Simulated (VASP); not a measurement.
# CaO (Fm-3m) in VASP: further runs

Runs on CaO. Level: LDA. Tasks: elastic constants.

All numbers are computed with VASP 6.6.1; they aren't measurements. Logs are shortened: lines on timing, memory, paths and dates and some standing lists are left out, and cuts for length are marked.

## (1) The cell of the first run

The structure is cubic, space group Fm-3m (No. 225). Conventional cell: a = 4.696 Å, b = 4.696 Å, c = 4.696 Å, α = 90.00°, β = 90.00°, γ = 90.00°. Ca (site symmetry m-3m) has 6 O at 2.35 Å within 3.1 Å. Within 3.1 Å of O (site symmetry m-3m) lie 6 Ca at 2.35 Å.

## (2) Elastic constants, LDA

Contents of INCAR:

```
PREC = Accurate
ENCUT = 600
EDIFF = 1E-8
ISMEAR = 0
SIGMA = 0.01
LREAL = False
LASPH = True
NELM = 80
ALGO = Normal
ISIF = 3
LWAVE = False
LCHARG = True
GGA = CA
IBRION = 6
NFREE = 2
POTIM = 0.015
NSW = 1
```

Contents of KPOINTS:

```
regular mesh
0
Gamma
  8 8 8
```

Contents of POSCAR:

```
CaO
1.0
    0.0000000000      2.3482070499      2.3482070499
    2.3482070499      0.0000000000      2.3482070499
    2.3482070499      2.3482070499      0.0000000000
Ca O
1 1
Direct
    0.0000000000      0.0000000000      0.0000000000
    0.5000000000      0.5000000000      0.5000000000
```

Potentials or basis: VASP PAW LDA potentials, release 64 (Ca_sv, O).

Launch:

```
$ cat potpaw_LDA.64/Ca_sv/POTCAR potpaw_LDA.64/O/POTCAR > POTCAR
$ mpirun -np 1 vasp_std > vasp.out
```

OUTCAR:

```text
PREC = Accurate
   ENCUT = 600
   EDIFF = 1E-8
   ISMEAR = 0
   LREAL = False
   LASPH = True
   NELM = 80
   ISIF = 3
   GGA = CA
   IBRION = 6
   NFREE = 2
   POTIM = 0.015
   NSW = 1

 ion  position               nearest neighbor table
   1  0.000  0.000  0.000-   2 2.35   2 2.35   2 2.35   2 2.35   2 2.35   2 2.35
   2  0.500  0.500  0.500-   1 2.35   1 2.35   1 2.35   1 2.35   1 2.35   1 2.35

  LATTYP: Found a face centered cubic cell.
 ALAT       =     4.6964140998

  Lattice vectors:

 A1 = (   0.0000000000,   2.3482070499,   2.3482070499)
 A2 = (   2.3482070499,   0.0000000000,   2.3482070499)
 A3 = (   2.3482070499,   2.3482070499,   0.0000000000)

Analysis of symmetry for initial positions (statically):
=====================================================================
 Subroutine PRICEL returns:
 Original cell was already a primitive cell.

 Routine SETGRP: Setting up the symmetry group for a
 face centered cubic supercell.

 Subroutine GETGRP returns: Found 48 space group operations
 (whereof 48 operations were pure point group operations)
 out of a pool of 48 trial point group operations.

The static configuration has the point symmetry O_h .

Analysis of symmetry for dynamics (positions and initial velocities):
=====================================================================
 Subroutine PRICEL returns:
 Original cell was already a primitive cell.

 Routine SETGRP: Setting up the symmetry group for a
 face centered cubic supercell.

 Subroutine GETGRP returns: Found 48 space group operations
 (whereof 48 operations were pure point group operations)
 out of a pool of 48 trial point group operations.

The dynamic configuration has the point symmetry O_h .

 Subroutine INISYM returns: Found 48 space group operations
 (whereof 48 operations are pure point group operations),
[... 693 lines left out ...]
      3     -15.6713      2.00000
      4     -15.5173      2.00000
      5     -11.7171      2.00000
      6       0.2168      2.00000
      7       1.2126      2.00000
      8       1.2511      2.00000
      9       9.3365      0.00000
     10       9.4113      0.00000
     11      11.5572      0.00000
     12      11.8800      0.00000

 [... further k-points ...]

------------------------ aborting loop because EDIFF is reached ----------------------------------------

  FORCE on cell =-STRESS in cart. coord.  units (eV):
  Direction    XX          YY          ZZ          XY          YZ          ZX
  --------------------------------------------------------------------------------------
  -------------------------------------------------------------------------------------
  Total        0.3016219      0.2940352      0.2940352      0.0000000      0.0000000      0.0000000
  in kB       18.6609744     18.1915928     18.1915928      0.0000000      0.0000000      0.0000000
  external PRESSURE =      18.3480533 kB  Pullay stress =       0.0000000 kB
[... 17 lines left out ...]
  FREE ENERGIE OF THE ION-ELECTRON SYSTEM (eV)
  ---------------------------------------------------
  free  energy   TOTEN  =       -14.2207046996 eV

  energy  without entropy=      -14.2207046996  energy(sigma->0) =      -14.22070470

 INTERNAL STRAIN TENSORS FROM STRAINED CELLS
 ============================================

 INTERNAL STRAIN TENSOR FOR ION    1 for displacements in x,y,z  (eV/Angst):
          X           Y           Z          XY          YZ          ZX
  --------------------------------------------------------------------------------
  x     0.00000     0.00000    -0.00000    -0.00000    -0.00000     0.00000
  y     0.00000    -0.00000     0.00000     0.00000    -0.00000    -0.00000
  z    -0.00000    -0.00000     0.00000    -0.00000    -0.00000     0.00000

 INTERNAL STRAIN TENSORS FROM DISPLACED ATOMS
 ============================================

 INTERNAL STRAIN TENSOR FOR ION    1 for displacements in x,y,z  (eV/Angst):
          X           Y           Z          XY          YZ          ZX
  --------------------------------------------------------------------------------
  x     0.00000     0.00000     0.00000     0.00000     0.00000     0.00000
  y     0.00000     0.00000     0.00000     0.00000     0.00000     0.00000
  z     0.00000     0.00000     0.00000     0.00000     0.00000     0.00000

 INTERNAL STRAIN TENSOR FOR ION    2 for displacements in x,y,z  (eV/Angst):
          X           Y           Z          XY          YZ          ZX
  --------------------------------------------------------------------------------
  x     0.00000     0.00000     0.00000     0.00000     0.00000     0.00000
  y     0.00000     0.00000     0.00000     0.00000     0.00000     0.00000
  z     0.00000     0.00000     0.00000     0.00000     0.00000     0.00000

 Eigenvectors and eigenvalues of the dynamical matrix
 ----------------------------------------------------

   1 f  =    9.122646 THz    57.319275 2PiTHz  304.298716 cm-1    37.728215 meV
             X         Y         Z           dx          dy          dz
      0.000000  0.000000  0.000000     0.000000    0.534359    0.000000
      2.348207  2.348207  2.348207     0.000000   -0.845257    0.000000
[... 21 lines left out ...]
   6 f/i=    0.002254 THz     0.014161 2PiTHz    0.075177 cm-1     0.009321 meV
             X         Y         Z           dx          dy          dz
      0.000000  0.000000  0.000000     0.000000    0.000000    0.845257
      2.348207  2.348207  2.348207     0.000000    0.000000    0.534359

--------------------------------------------------------------------------------------------------------

 ELASTIC MODULI CONTR FROM IONIC RELAXATION (kBar)
 Direction    XX          YY          ZZ          XY          YZ          ZX
 --------------------------------------------------------------------------------
 XX           0.0000      0.0000      0.0000      0.0000      0.0000      0.0000
 YY           0.0000      0.0000      0.0000      0.0000      0.0000      0.0000
 ZZ           0.0000      0.0000      0.0000      0.0000      0.0000      0.0000
 XY           0.0000      0.0000      0.0000      0.0000      0.0000      0.0000
 YZ           0.0000      0.0000      0.0000      0.0000      0.0000      0.0000
 ZX           0.0000      0.0000      0.0000      0.0000      0.0000      0.0000
 --------------------------------------------------------------------------------

 TOTAL ELASTIC MODULI (kBar)
 Direction    XX          YY          ZZ          XY          YZ          ZX
 --------------------------------------------------------------------------------
 XX        2784.0853    629.3384    629.3384     -0.0000      0.0000      0.0000
 YY         629.3384   2784.0853    629.3384     -0.0000      0.0000      0.0000
 ZZ         629.3384    629.3384   2784.0853      0.0000     -0.0000     -0.0000
 XY          -0.0000     -0.0000      0.0000    790.1025      0.0000      0.0000
 YZ           0.0000      0.0000     -0.0000      0.0000    790.1025      0.0000
 ZX           0.0000      0.0000     -0.0000      0.0000      0.0000    790.1025
 --------------------------------------------------------------------------------
```

OSZICAR:

```text
N       E                     dE             d eps       ncg     rms          rms(c)
DAV:   1     0.141409792932E+03    0.14141E+03   -0.95657E+03   696   0.153E+03
DAV:   2    -0.950470572193E+01   -0.15091E+03   -0.14130E+03   820   0.357E+02
DAV:   3    -0.157205095759E+02   -0.62158E+01   -0.61659E+01   872   0.768E+01
[... 188 lines left out ...]
DAV:   4    -0.142207075994E+02    0.59217E-04   -0.32400E-04  1760   0.175E-01    0.212E-02
DAV:   5    -0.142207061910E+02    0.14085E-05   -0.25647E-05  1572   0.502E-02    0.135E-02
DAV:   6    -0.142207048356E+02    0.13554E-05   -0.43380E-06  1756   0.229E-02    0.269E-03
DAV:   7    -0.142207047019E+02    0.13373E-06   -0.98417E-07  1740   0.944E-03    0.109E-03
DAV:   8    -0.142207046996E+02    0.22530E-08   -0.55738E-08  1788   0.305E-03
  17 F= -.14220705E+02 E0= -.14220705E+02  d E =-.137089E-12
```

Run time: 4.7 min. Hardware: 1 thread of Oxide Virtual Turin-like, shared host; peak memory 0.21 GiB.

What came out:

| Item | Value |
| --- | --- |
| Elastic constants C11, C12, C44 | 278, 63, 79 GPa |
| Voigt bulk modulus | 135 GPa |
| Highest phonon frequency at Γ, LO-TO splitting left out | 304 cm⁻¹ |

Phonon frequencies in cm⁻¹ (negative: imaginary):
| q point | frequencies |
| --- | --- |
| (0.000, 0.000, 0.000) | 0 0 0 304 304 304 |

Elastic tensor in Voigt notation (GPa, in the Cartesian axes of the cell as first typed):
```
278  63  63   0   0   0
 63 278  63   0   0   0
 63  63 278   0   0   0
  0   0   0  79   0   0
  0   0   0   0  79   0
  0   0   0   0   0  79
```

Clamped-ion elastic tensor (GPa):
```
278  63  63   0   0   0
 63 278  63   0   0   0
 63  63 278   0   0   0
  0   0   0  79   0   0
  0   0   0   0  79   0
  0   0   0   0   0  79
```

Caveat: the cell is under stress, which shifts elastic constants.

(Part 1 of 2 ends here.)
